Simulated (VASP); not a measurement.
The system is KNaHCl.

```
K Na H Cl
1.0
     4.29075    0.00000    0.00000
     0.00000    4.29075    0.00000
     0.00000    0.00000    9.25326
K Na H Cl
2 2 2 2
Direct
  0.00000 0.50000 0.34124
  0.50000 0.00000 0.65876
  0.00000 0.50000 0.84596
  0.50000 0.00000 0.15404
  0.00000 0.00000 0.00000
  0.50000 0.50000 0.00000
  0.00000 0.50000 0.66344
  0.50000 0.00000 0.33656
```

The cell was generated, and may not be a known phase.

* Program: VASP 6.6.1
* Task: relaxation of cell and atoms
* Functional: PBE
* Potentials or basis: VASP PAW PBE potentials, release 64 (K_sv, Na_pv, H, Cl)
* Cutoff: 600 eV
* k mesh: 3 × 3 × 2
* Occupations: gaussian, width 0.15 eV
* Spin: no spin polarisation

At the start: pressure 22.2 GPa; volume 21.29 Å³/atom.

Q: How do energy, volume and symmetry change on relaxing?

A: Over 17 steps the energy falls by 1437.8 meV/atom and the volume is 24.27 Å³/atom (+14.0 %); space group P4/nmm (No. 129, to 0.1 Å) before and after.

The path:
```tsv
step	energy change (eV)	largest force (eV/Å)	pressure (GPa)	volume (Å³)
1	0.0000	20.9677	22.22	170.36
2	-9.3722	1.7983	-0.17	246.39
3	-9.5021	1.7395	-0.19	243.50
4	-9.6145	1.6865	-0.20	240.87
5	-10.6260	1.1399	0.26	204.91
6	-10.7286	1.0847	1.54	187.46
7	-10.7488	0.9933	0.70	196.02
8	-10.7675	0.9005	0.90	193.11
9	-10.7693	0.8451	1.03	191.75
10	-10.9297	0.7380	0.49	195.57
11	-11.2241	0.4955	-0.75	207.20
12	-11.1889	0.1808	-2.13	231.21
13	-11.2936	0.2988	-1.53	218.12
14	-11.4269	0.2158	-0.96	207.62
15	-11.4901	0.1273	0.17	192.97
16	-11.4913	0.1347	0.04	194.53
17	-11.5026	0.0560	0.09	194.14
```

Final structure:
```
CELL_PARAMETERS angstrom
4.48384 0.00000 0.00000
0.00000 4.48384 0.00000
0.00000 0.00000 9.65636
ATOMIC_POSITIONS crystal
K 0.00000 0.50000 0.32493
K 0.50000 0.00000 0.67507
Na 0.00000 0.50000 0.93658
Na 0.50000 0.00000 0.06342
H 0.00000 0.00000 0.00000
H 0.50000 0.50000 0.00000
Cl 0.00000 0.50000 0.65207
Cl 0.50000 0.00000 0.34793
```

Caveat: the k points lie up to 0.47 Å⁻¹ apart in the final cell; the relaxation stopped at a loose force limit of 0.08 eV/Å, so its end isn't a converged minimum.
